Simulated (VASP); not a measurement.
# SrO (I-4m2) in VASP: single point with HSE06

Aim: the single point of SrO with HSE06.

Program: VASP 6.6.1. These are calculated values, not measurements. Logs are shortened: lines on timing, memory, paths and dates and some standing lists are left out, and cuts for length are marked.

## 1. The cell of the first run

The structure is tetragonal, space group I-4m2 (No. 119). The conventional cell has a = 4.030 Å, b = 4.030 Å, c = 5.585 Å, α = 90.00°, β = 90.00°, γ = 90.00°. Sr (site symmetry -4m2) has 4 O at 2.45 Å within 3.2 Å. O (site symmetry -4m2) has 4 Sr at 2.45 Å within 3.2 Å.

## 2. Single point, HSE06 (biaxial xy strain +2.1%)

POSCAR

```
SrO
1.0
    0.0000000000      2.8498014893      2.7922805108
    2.8498014893      0.0000000000      2.7922805108
    2.8498014893      2.8498014893      0.0000000000
Sr O
1 1
Direct
    0.0000000000      0.0000000000      0.0000000000
    0.2500000000      0.2500000000      0.2500000000
```

INCAR.step1

```
SYSTEM = SrO
  ALGO = Normal
  EDIFF = 1E-5
  ENCUT = 520
  GGA = PE
  ISIF = 2
  ISMEAR = 0
  LASPH = .TRUE.
  LCHARG = .FALSE.
  LREAL = .FALSE.
  LWAVE = .TRUE.
  NBANDS = 15
  NELM = 60
  PREC = Accurate
  SIGMA = 0.01
```

INCAR.step2

```
SYSTEM = SrO
  ALGO = Normal
  EDIFF = 1E-6
  ENCUT = 520
  GGA = PE
  HFSCREEN = 0.2079
  ISIF = 2
  ISMEAR = 0
  ISTART = 1
  LASPH = .TRUE.
  LCHARG = .FALSE.
  LHFCALC = .TRUE.
  LREAL = .FALSE.
  LWAVE = .FALSE.
  NBANDS = 15
  NELM = 60
  PREC = Accurate
  PRECFOCK = Normal
  SIGMA = 0.01
```

KPOINTS

```
k-points
0
G
  6 6 6
  0 0 0
```

Potentials or basis: VASP PAW PBE potentials, release 64 (Sr_sv, O).

Started as:

```console
$ cat potpaw_PBE.64/Sr_sv/POTCAR potpaw_PBE.64/O/POTCAR > POTCAR
$ cp INCAR.step1 INCAR
$ mpirun -np 1 vasp_std > vasp.out
$ cp INCAR.step2 INCAR
$ mpirun -np 1 vasp_std > vasp.out
```

OUTCAR:

```text
SYSTEM = SrO
   EDIFF = 1E-6
   ENCUT = 520
   GGA = PE
   HFSCREEN = 0.2079
   ISIF = 2
   ISMEAR = 0
   ISTART = 1
   LASPH = .TRUE.
   LHFCALC = .TRUE.
   LREAL = .FALSE.
   NELM = 60
   PREC = Accurate
   PRECFOCK = Normal

 ion  position               nearest neighbor table
   1  0.000  0.000  0.000-   2 2.45   2 2.45   2 2.45   2 2.45
   2  0.250  0.250  0.250-   1 2.45   1 2.45   1 2.45   1 2.45

  LATTYP: Found a body centered tetragonal cell.
 ALAT       =     4.0302279162
 C/A-ratio  =     1.3856687854

  Lattice vectors:

 A1 = (   0.0000000000,  -2.8498014893,  -2.7922805108)
 A2 = (   0.0000000000,   2.8498014893,  -2.7922805108)
 A3 = (   2.8498014893,   0.0000000000,   2.7922805108)

Analysis of symmetry for initial positions (statically):
=====================================================================
 Subroutine PRICEL returns:
 Original cell was already a primitive cell.

 Routine SETGRP: Setting up the symmetry group for a
 body centered tetragonal supercell.

 Subroutine GETGRP returns: Found  8 space group operations
 (whereof  8 operations were pure point group operations)
 out of a pool of 16 trial point group operations.

The static configuration has the point symmetry D_2d.

Analysis of symmetry for dynamics (positions and initial velocities):
=====================================================================
 Subroutine PRICEL returns:
 Original cell was already a primitive cell.

 Routine SETGRP: Setting up the symmetry group for a
 body centered tetragonal supercell.

 Subroutine GETGRP returns: Found  8 space group operations
 (whereof  8 operations were pure point group operations)
 out of a pool of 16 trial point group operations.

The dynamic configuration has the point symmetry D_2d.

 Subroutine INISYM returns: Found  8 space group operations
 (whereof  8 operations are pure point group operations),
 and found     1 'primitive' translations

----------------------------------------------------------------------------------------

                                     Primitive cell

  volume of cell :      45.3543

  direct lattice vectors                    reciprocal lattice vectors
     0.000000000  2.849801489  2.792280511    -0.175450817  0.175450817  0.179065104
     2.849801489  0.000000000  2.792280511     0.175450817 -0.175450817  0.179065104
     2.849801489  2.849801489  0.000000000     0.175450817  0.175450817 -0.179065104

  length of vectors
     3.989761770  3.989761770  4.030227916     0.305990670  0.305990670  0.305990670

  position of ions in fractional coordinates (direct lattice)
     0.000000000  0.000000000  0.000000000
     0.250000000  0.250000000  0.250000000

  ion indices of the primitive-cell ions
   primitive index   ion index
                 1           1
                 2           2

----------------------------------------------------------------------------------------

 KPOINTS: k-points

Automatic generation of k-mesh.
 Grid dimensions read from file:
 generate k-points for:    6    6    6

 Generating k-lattice:

  Cartesian coordinates                     Fractional coordinates (reciprocal lattice)
    -0.029241803  0.029241803  0.029844184     0.166666667 -0.000000000  0.000000000
     0.029241803 -0.029241803  0.029844184    -0.000000000  0.166666667  0.000000000
     0.029241803  0.029241803 -0.029844184     0.000000000  0.000000000  0.166666667

  Length of vectors
     0.050998445  0.050998445  0.050998445

  Shift w.r.t. Gamma in fractional coordinates (k-lattice)
     0.000000000  0.000000000  0.000000000

 Subroutine IBZKPT returns following result:
 ===========================================

 Found     30 irreducible k-points:

 Following reciprocal coordinates:
            Coordinates               Weight
  0.000000  0.000000  0.000000      1.000000
  0.166667  0.000000  0.000000      8.000000
  0.333333  0.000000  0.000000      8.000000
  0.500000  0.000000  0.000000      4.000000
  0.166667  0.166667  0.000000      2.000000
  0.333333  0.166667  0.000000      8.000000
[... 16 lines left out ...]
  0.333333  0.000000  0.333333      4.000000
  0.500000 -0.000000  0.333333     16.000000
 [... further k-points ...]
   k-points           NKPTS =     30   k-points in BZ     NKDIM =    216   number of bands    NBANDS=     15
   number of dos      NEDOS =    301   number of ions     NIONS =      2
   total plane-waves  NPLWV =  27000
   dimension x,y,z NGX =    30 NGY =   30 NGZ =   30
   dimension x,y,z NGXF=    60 NGYF=   60 NGZF=   60
   ions per type =               1   1
   NGX,Y,Z   is equivalent  to a cutoff of  12.50, 12.50, 12.37 a.u.
   NGXF,Y,Z  is equivalent  to a cutoff of  25.00, 25.00, 24.75 a.u.
 SYSTEM =  SrO
   PREC   = accura    normal or accurate (medium, high low for compatibility)
   ISTART =      1    job   : 0-new  1-cont  2-samecut
   ICHARG =      0    charge: 1-file 2-atom 10-const
   ISPIN  =      1    spin polarized calculation?
   LNONCOLLINEAR =      F non collinear calculations
   LSORBIT =      F    spin-orbit coupling
   LASPH  =      T    aspherical Exc in radial PAW
   ENCUT  =  520.0 eV  38.22 Ry    6.18 a.u.   7.42  7.42  7.49*2*pi/ulx,y,z
   NELM   =     60;   NELMIN=  2; NELMDL=  0     # of ELM steps
   EDIFF  = 0.1E-05   stopping-criterion for ELM
   LREAL  =      F    real-space projection
   EDIFFG = 0.1E-04   stopping-criterion for IOM
   NSW    =      0    number of steps for IOM
   IBRION =     -1    ionic relax: 0-MD 1-quasi-New 2-CG
   NFREE  =      0    steps in history (QN), initial steepest desc. (CG)
   ISIF   =      2    stress and relaxation
   ISYM   =      3    0-nonsym 1-usesym 2-fastsym
   POTIM  = 0.5000    time-step for ionic-motion
   TEBEG  =    0.0;   TEEND  =   0.0 temperature during run
   PSTRESS=    0.0 pullay stress
   NELECT =      16.0000    total number of electrons
   NUPDOWN=      -1.0000    fix difference up-down
   EMIN   =  10.00;   EMAX   =-10.00  energy-range for DOS
   EFERMI =   0.00;   METHOD = LEGACY
   ISMEAR =     0;   SIGMA  =   0.01  broadening in eV -4-tet -1-fermi 0-gaus
   EFERMI_NEDOS =   21; number of points for ismear=-14 and -15
   IALGO  =     38    algorithm
   IMIX   =      1    mixing-type and parameters
     AMIX     =   0.40;   BMIX     =  1.00
     AMIX_MAG =   1.60;   BMIX_MAG =  1.00
  volume/ion in A,a.u.               =      22.68       153.03
  Fermi-wavevector in a.u.,A,eV,Ry     =   1.156757  2.185953 18.205770  1.338086
  Thomas-Fermi vector in A             =   2.293374
   LORBIT       =      0    0 simple, 1 ext, 2 COOP (PROOUT), +10 PAW based schemes
   GGA     = PE    functional components
   LHFCALC =     T    Hartree Fock is set to
   PRECFOCK=normal    Normal, Fast or Accurate (Low or Medium for compatibility)
   ENCUT4O =  -1.0   cutoff for four orbital integrals eV
   NKREDX  =     1    reduce k-point grid by
   NKREDY  =     1    reduce k-point grid by
   NKREDZ  =     1    reduce k-point grid by
   AEXX    =    0.2500 exact exchange contribution
   HFSCREEN=    0.2079 screening length (either q_TF or 0.3 A-1)
   HFSCREENC=   0.2079 screening length for correlation (either q_TF or 0.3 A-1)
   ENCUTFOCK=  -1.0 apply spherical cutoff to Coloumb kernel
   IVDW    =     0    specifies the selected vdW correction
   LEPSILON=     F    determine dielectric tensor
   LRPA    =     F    only Hartree local field effects (RPA)
 non-spin polarized calculation
 Gauss-broadening in eV      SIGMA  =   0.01
  energy-cutoff  :      520.00
  volume of cell :       45.35
 maximum number of plane-waves:      1246
 NGX is ok and might be reduce to    30
  NGX = 24; NGY = 24; NGZ = 24

 number of electron      16.0000006 magnetization

 Free energy of the ion-electron system (eV)
  ---------------------------------------------------
  ext. energy  EPLUGINS =         0.00000000
  ---------------------------------------------------
  free energy    TOTEN  =       -13.82582128 eV

  energy without entropy =      -13.82582128  energy(sigma->0) =      -13.82582128

 E-fermi :  -0.6976     XC(G=0):  -7.0066

 val. band max:       -0.8682000328   @ k =  -0.3333   0.1667   0.5000
 cond. band min:       2.8501680003   @ k =   0.0000   0.0000   0.0000
 fundamental gap:      3.7183680331
 Fermi energy:        -0.6975855041

 k-point     1 :       0.0000    0.0000    0.0000
  band No.  band energies     occupation
      1     -35.1984      2.00000
      2     -17.0452      2.00000
      3     -15.8231      2.00000
      4     -15.8176      2.00000
      5     -15.8176      2.00000
      6      -1.6789      2.00000
      7      -1.6789      2.00000
      8      -1.6657      2.00000
      9       2.8502      0.00000
     10       8.6173      0.00000
     11       8.8337      0.00000
     12       9.9355      0.00000
     13       9.9355      0.00000
     14      10.1822      0.00000
     15      15.4946      0.00000

 k-point     2 :       0.1667    0.0000    0.0000
  band No.  band energies     occupation
      1     -35.1849      2.00000
      2     -17.4243      2.00000
      3     -15.8411      2.00000
      4     -15.8405      2.00000
      5     -15.4909      2.00000
      6      -1.7972      2.00000
      7      -1.5977      2.00000
      8      -1.5828      2.00000
      9       3.6780      0.00000
     10       8.1707      0.00000
     11       8.3273      0.00000
     12       9.4190      0.00000
     13      10.5284      0.00000
     14      10.6668      0.00000
     15      13.5241      0.00000
[... 365 lines left out ...]
      3     -15.9900      2.00000
      4     -15.9683      2.00000
      5     -14.8247      2.00000
      6      -2.2105      2.00000
      7      -1.1257      2.00000
      8      -1.0764      2.00000
      9       5.2875      0.00000
     10       6.0807      0.00000
     11       9.8643      0.00000
     12      10.0215      0.00000
     13      10.5523      0.00000
     14      10.7442      0.00000
     15      14.6321      0.00000

 k-point    24 :       0.5000   -0.0000    0.3333
  band No.  band energies     occupation
      1     -35.1313      2.00000
      2     -18.2401      2.00000
      3     -16.0845      2.00000
      4     -15.9977      2.00000
      5     -14.6503      2.00000
      6      -2.0689      2.00000
      7      -1.0431      2.00000
      8      -1.0001      2.00000
      9       5.1163      0.00000
     10       6.3144      0.00000
     11       9.4252      0.00000
     12      10.3467      0.00000
     13      10.9137      0.00000
     14      11.3441      0.00000
     15      13.3866      0.00000

 [... further k-points ...]
[... 5 lines left out ...]
  --------------------------------------------------------------------------------------
  -------------------------------------------------------------------------------------
  Total       -0.7034522     -0.7034522     -0.6157659      0.0000000      0.0000000      0.0000000
  in kB      -24.8500300    -24.8500300    -21.7524396      0.0000000      0.0000000      0.0000000
  external PRESSURE =     -23.8174998 kB  Pullay stress =       0.0000000 kB

 VOLUME and BASIS-vectors are now :
 -----------------------------------------------------------------------------
  energy-cutoff  :      520.00
  volume of cell :       45.35
      direct lattice vectors                 reciprocal lattice vectors
     0.000000000  2.849801489  2.792280511    -0.175450817  0.175450817  0.179065104
     2.849801489  0.000000000  2.792280511     0.175450817 -0.175450817  0.179065104
     2.849801489  2.849801489  0.000000000     0.175450817  0.175450817 -0.179065104

 POSITION                                       TOTAL-FORCE (eV/Angst)
 -----------------------------------------------------------------------------------
      0.00000      0.00000      0.00000        -0.000000     -0.000000     -0.000000
      1.42490      1.42490      1.39614         0.000000      0.000000      0.000000
 -----------------------------------------------------------------------------------
    total drift:                               -0.000000     -0.000000     -0.000004

  FREE ENERGIE OF THE ION-ELECTRON SYSTEM (eV)
  ---------------------------------------------------
  free  energy   TOTEN  =       -13.8258212750 eV

  energy  without entropy=      -13.8258212750  energy(sigma->0) =      -13.82582128
```

Run time: 53 min. Hardware: 1 thread of Oxide Virtual Turin-like, shared host; peak memory 0.27 GiB.

What came out:

* Free energy: -13.8258 eV
* Pressure: -2.4 GPa
* Band gap on the k mesh: 3.72 eV (least direct gap 4.52 eV)

Caveat: the cell differs from its parent crystal (biaxial xy strain +2.1%); the PAW data sets were made with another functional, which shifts forces and pressure a little. A k mesh can miss the band edges.
